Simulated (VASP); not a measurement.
# Ni (Fm-3m) in VASP: settings compared, part 2 of 2

VASP 6.6.1. The steps go on from the part before.

### Step 3. Single point, LDA, collinear spin, ferromagnetic start (volume scaled by 0.96)

The input, INCAR:

```
ALGO = Normal
EDIFF = 1E-7
ENCUT = 520
GGA = CA
ISIF = 2
ISMEAR = -1
ISPIN = 2
LASPH = True
LCHARG = False
LMAXMIX = 4
LORBIT = 11
LREAL = False
LWAVE = False
MAGMOM = 1
NBANDS = 15
NELM = 150
PREC = Accurate
SIGMA = 0.05
```

The input, KPOINTS:

```
k-points
0
Gamma
  13 13 13
```

The input, POSCAR:

```
Ni
1.0
    0.0000000000      1.7140893390      1.7140893390
    1.7140893390      0.0000000000      1.7140893390
    1.7140893390      1.7140893390      0.0000000000
Ni
1
Direct
    0.0000000000      0.0000000000      0.0000000000
```

Potentials or basis: VASP PAW LDA potentials, release 64 (Ni).

Run with:

```console
$ cat potpaw_LDA.64/Ni/POTCAR > POTCAR
$ mpirun -np 1 vasp_std > vasp.out
```

OUTCAR:

```text
EDIFF = 1E-7
   ENCUT = 520
   GGA = CA
   ISIF = 2
   ISMEAR = -1
   ISPIN = 2
   LASPH = True
   LORBIT = 11
   LREAL = False
   NELM = 150
   PREC = Accurate

 ion  position               nearest neighbor table
   1  0.000  0.000  0.000-

  LATTYP: Found a face centered cubic cell.
 ALAT       =     3.4281786780

  Lattice vectors:

 A1 = (   0.0000000000,   1.7140893390,   1.7140893390)
 A2 = (   1.7140893390,   0.0000000000,   1.7140893390)
 A3 = (   1.7140893390,   1.7140893390,   0.0000000000)

Analysis of symmetry for initial positions (statically):
=====================================================================
 Subroutine PRICEL returns:
 Original cell was already a primitive cell.

 Routine SETGRP: Setting up the symmetry group for a
 face centered cubic supercell.

 Subroutine GETGRP returns: Found 48 space group operations
 (whereof 48 operations were pure point group operations)
 out of a pool of 48 trial point group operations.

The static configuration has the point symmetry O_h .

Analysis of symmetry for dynamics (positions and initial velocities):
[... 623 lines left out ...]
      4       8.2303      1.00000
      5       9.4710      1.00000
      6       9.4710      1.00000
      7      34.5905      0.00000
      8      39.0201      0.00000
      9      39.0201      0.00000
     10      39.0201      0.00000
     11      42.3923      0.00000
     12      42.3923      0.00000
     13      42.3923      0.00000
     14      45.1789      0.00000
[... 403 lines left out ...]
      4       8.6190      1.00000
      5      10.3624      0.02030
      6      11.6049      0.00000
      7      18.9616      0.00000
      8      29.9797      0.00000
      9      31.8157      0.00000
     10      34.0267      0.00000
     11      44.2596      0.00000
     12      44.5912      0.00000
     13      47.8703      0.00000
     14      51.3373      0.00000
     15      57.6809      0.00000

 [... further k-points ...]
[... 5 lines left out ...]
  --------------------------------------------------------------------------------------
  -------------------------------------------------------------------------------------
  Total       -0.0617671     -0.0617671     -0.0617671     -0.0000000      0.0000000     -0.0000000
  in kB       -9.8251061     -9.8251061     -9.8251061     -0.0000000      0.0000000     -0.0000000
  external PRESSURE =      -9.8251061 kB  Pullay stress =       0.0000000 kB

 VOLUME and BASIS-vectors are now :
 -----------------------------------------------------------------------------
  energy-cutoff  :      520.00
  volume of cell :       10.07
      direct lattice vectors                 reciprocal lattice vectors
     0.000000000  1.714089339  1.714089339    -0.291700082  0.291700082  0.291700082
     1.714089339  0.000000000  1.714089339     0.291700082 -0.291700082  0.291700082
     1.714089339  1.714089339  0.000000000     0.291700082  0.291700082 -0.291700082

 POSITION                                       TOTAL-FORCE (eV/Angst)
 -----------------------------------------------------------------------------------
      0.00000      0.00000      0.00000         0.000000      0.000000      0.000000
 -----------------------------------------------------------------------------------
    total drift:                                0.000000     -0.000000     -0.000000

  FREE ENERGIE OF THE ION-ELECTRON SYSTEM (eV)
  ---------------------------------------------------
  free  energy   TOTEN  =        -6.5880031683 eV

  energy  without entropy=       -6.5753245031  energy(sigma->0) =       -6.58166384

 total charge

# of ion       s       p       d       tot
------------------------------------------
    1        0.534   0.569   8.364   9.467

 magnetization (x)

# of ion       s       p       d       tot
------------------------------------------
    1       -0.003  -0.017   0.633   0.613
```

stdout:

```text
POSCAR found type information on POSCAR Ni
 POSCAR found :  1 types and       1 ions
 scaLAPACK will be used
 LDA part: xc-table for (Slater(with rela. corr.)+CA(PZ))
 , standard interpolation
 POSCAR, INCAR and KPOINTS ok, starting setup
 FFT: planning ... GRIDC
 FFT: planning ... GRID_SOFT
 FFT: planning ... GRID
 WAVECAR not read
 entering main loop
```

Run time: 16 s. Hardware: 1 thread of Intel Xeon Platinum 8559C (Emerald Rapids), shared host; peak memory 0.13 GiB.

What came out:

```
Free energy                                           : -6.5880 eV
Pressure                                              : -1.0 GPa
Net moment                                            : 0.61 μB per cell
Site moments                                          : Ni +0.61 μB
Valence electrons inside the program's atomic spheres : Ni 9.47
```

Levels at points of the mesh, in eV from the Fermi level:
Spin up:
```csv
k point,band 2,band 3,band 4,band 5,band 6,band 7,band 8,band 9
"(0.00, 0.00, 0.00)",-2.56,-2.56,-2.56,-1.27,-1.27,24.42,28.80,28.80
```
Spin down:
```tsv
k point	band 1	band 2	band 3	band 4	band 5	band 6	band 7	band 8	band 9	band 10
(0.00, 0.00, 0.00)	-9.48	-1.94	-1.94	-1.94	-0.70	-0.70	24.42	28.85	28.85	28.85
```

Caveat: the cell differs from its parent crystal (volume scaled by 0.96).

### Step 4. Single point, LDA, collinear spin, ferromagnetic start (volume scaled by 0.98)

The input, INCAR:

```
  PREC = Accurate
  ENCUT = 520
  EDIFF = 1E-6
  ISMEAR = -1
  SIGMA = 0.05
  LREAL = F
  LASPH = T
  NELM = 150
  ALGO = Fast
  ISIF = 2
  LWAVE = F
  LCHARG = T
  ISPIN = 2
  MAGMOM = 1
  LORBIT = 11
  LMAXMIX = 4
  GGA = CA
  LELF = T
  LVHAR = T
  NBANDS = 15
```

The input, KPOINTS:

```
regular mesh
0
Gamma
  13 13 13
```

The input, POSCAR:

```
Ni
1.0
    0.0000000000      1.7259110183      1.7259110183
    1.7259110183      0.0000000000      1.7259110183
    1.7259110183      1.7259110183      0.0000000000
Ni
1
Direct
    0.0000000000      0.0000000000      0.0000000000
```

Run with:

```console
$ cat potpaw_LDA.64/Ni/POTCAR > POTCAR
$ mpirun -np 1 vasp_std > vasp.out
```

Run time: 16 s. Hardware: 1 thread of Intel Xeon Platinum 8559C (Emerald Rapids), shared host; peak memory 0.13 GiB.

It converged, with:

| Quantity | Value |
| --- | --- |
| Free energy | -6.5835 eV |
| Pressure | -5.9 GPa |
| Net moment | 0.61 μB per cell |
| Site moments | Ni +0.61 μB |
| Valence electrons inside the program's atomic spheres | Ni 9.43 |

Levels at points of the mesh, in eV from the Fermi level:
Spin up:
```tsv
k point	band 3	band 4	band 5	band 6	band 7	band 8
(0.00, 0.00, 0.00)	-2.50	-2.50	-1.25	-1.25	24.25	28.46
```
Spin down:
| k point | band 2 | band 3 | band 4 | band 5 | band 6 | band 7 | band 8 | band 9 |
| --- | --- | --- | --- | --- | --- | --- | --- | --- |
| (0.00, 0.00, 0.00) | -1.88 | -1.88 | -1.88 | -0.68 | -0.68 | 24.25 | 28.51 | 28.51 |

Caveat: the cell differs from its parent crystal (volume scaled by 0.98).

### Step 5. Single point, LDA, collinear spin, ferromagnetic start

This run uses another cell than the first one, of 10.49 Å³/atom, 1.064 times its volume.

The input, INCAR:

```
PREC = Accurate
ENCUT = 520
EDIFF = 1E-7
ISMEAR = -1
SIGMA = 0.05
LREAL = F
LASPH = T
NELM = 150
ALGO = Normal
ISIF = 2
LWAVE = F
LCHARG = F
ISPIN = 2
MAGMOM = 1
LORBIT = 11
LMAXMIX = 4
NBANDS = 15
```

The input, KPOINTS:

```
Automatic mesh
0
Gamma
  13 13 13
```

The input, POSCAR:

```
Ni
1.0
    0.0000000000      1.7375729330      1.7375729330
    1.7375729330      0.0000000000      1.7375729330
    1.7375729330      1.7375729330      0.0000000000
Ni
1
Direct
    0.0000000000      0.0000000000      0.0000000000
```

Run with:

```console
$ cat potpaw_LDA.64/Ni/POTCAR > POTCAR
$ mpirun -np 1 vasp_std > vasp.out
```

It took 15 s on 1 thread of Intel Xeon Platinum 8559C (Emerald Rapids), shared host; peak memory 0.13 GiB.

It converged, with:

| Property | Result |
| --- | --- |
| Free energy | -6.5730 eV |
| Pressure | -10.1 GPa |
| Net moment | 0.62 μB per cell |
| Site moments | Ni +0.62 μB |
| Valence electrons inside the program's atomic spheres | Ni 9.39 |

Levels at points of the mesh, in eV from the Fermi level:
Spin up:
```
           k point  band 2  band 3  band 4  band 5  band 6  band 7  band 8  band 9
(0.00, 0.00, 0.00)   -2.45   -2.45   -2.45   -1.23   -1.23   24.09   28.13   28.13
```
Spin down:
| k point | band 3 | band 4 | band 5 | band 6 | band 7 | band 8 |
| --- | --- | --- | --- | --- | --- | --- |
| (0.00, 0.00, 0.00) | -1.82 | -1.82 | -0.66 | -0.66 | 24.08 | 28.18 |

### Step 6. Single point, LDA, collinear spin, ferromagnetic start (volume scaled by 1.02)

The input, INCAR:

```
ALGO     = Normal         # electronic algorithm
EDIFF    = 1E-6           # SCF threshold, eV
ENCUT    = 520            # plane-wave cutoff, eV
ISIF     = 2              # what is computed and relaxed
ISMEAR   = -1             # smearing method
ISPIN    = 2              # spin polarisation
LASPH    = T              # aspherical terms in the spheres
LCHARG   = F              # write CHGCAR
LMAXMIX  = 4              # l up to which the mixer works
LORBIT   = 11             # projections on sites
LREAL    = F              # projectors in reciprocal space
LWAVE    = F              # write WAVECAR
MAGMOM   = 1              # initial moments
NBANDS   = 15             # bands
NELM     = 150            # most SCF steps
PREC     = Accurate       # precision mode
SIGMA    = 0.05           # smearing width, eV
```

The input, KPOINTS:

```
k-points
0
Gamma
  13 13 13
```

The input, POSCAR:

```
Ni
1.0
    0.0000000000      1.7490803739      1.7490803739
    1.7490803739      0.0000000000      1.7490803739
    1.7490803739      1.7490803739      0.0000000000
Ni
1
Direct
    0.0000000000      0.0000000000      0.0000000000
```

Potentials or basis: VASP PAW LDA potentials, release 64 (Ni).

Run with:

```console
$ cat potpaw_LDA.64/Ni/POTCAR > POTCAR
$ mpirun -np 1 vasp_std > vasp.out
```

Run time: 14 s. Hardware: 1 thread of Intel Xeon Platinum 8559C (Emerald Rapids), shared host; peak memory 0.12 GiB.

The run converged. Its results:

- Free energy: -6.5572 eV
- Pressure: -14.0 GPa
- Net moment: 0.62 μB per cell
- Site moments: Ni +0.62 μB
- Valence electrons inside the program's atomic spheres: Ni 9.35

Levels at points of the mesh, in eV from the Fermi level:
Spin up:
```csv
k point,band 2,band 3,band 4,band 5,band 6,band 7,band 8,band 9
"(0.00, 0.00, 0.00)",-2.40,-2.40,-2.40,-1.22,-1.22,23.92,27.80,27.80
```
Spin down:
```csv
k point,band 1,band 2,band 3,band 4,band 5,band 6,band 7,band 8,band 9,band 10
"(0.00, 0.00, 0.00)",-9.05,-1.77,-1.77,-1.77,-0.64,-0.64,23.91,27.86,27.86,27.86
```

Caveat: the cell differs from its parent crystal (volume scaled by 1.02).

### Step 7. Summary

```csv
level,potentials or basis,cell,gap on the mesh (eV),pressure (GPa),moment (μB)
PBEsol,"VASP PAW PBE potentials, release 64 (Ni)","a = 2.407 Å, angles 60.0°, 1 atom",none,13.2,0.62
LDA,"VASP PAW LDA potentials, release 64 (Ni)","a = 2.424 Å, angles 60.0°, 1 atom",none,-1.0,0.61
LDA,"VASP PAW LDA potentials, release 64 (Ni)","a = 2.441 Å, angles 60.0°, 1 atom",none,-5.9,0.61
LDA,"VASP PAW LDA potentials, release 64 (Ni)","a = 2.457 Å, angles 60.0°, 1 atom",none,-10.1,0.62
LDA,"VASP PAW LDA potentials, release 64 (Ni)","a = 2.474 Å, angles 60.0°, 1 atom",none,-14.0,0.62
```

Alike in all rows: task single point; spin collinear, ferromagnetic start; k mesh 13 × 13 × 13; cutoff (eV) 520; smearing fermi-dirac 0.05 eV.

Caveats: the PAW data sets were made with another functional, which shifts forces and pressure a little (some runs).

Absolute energies hang on the potentials; compare differences alone.
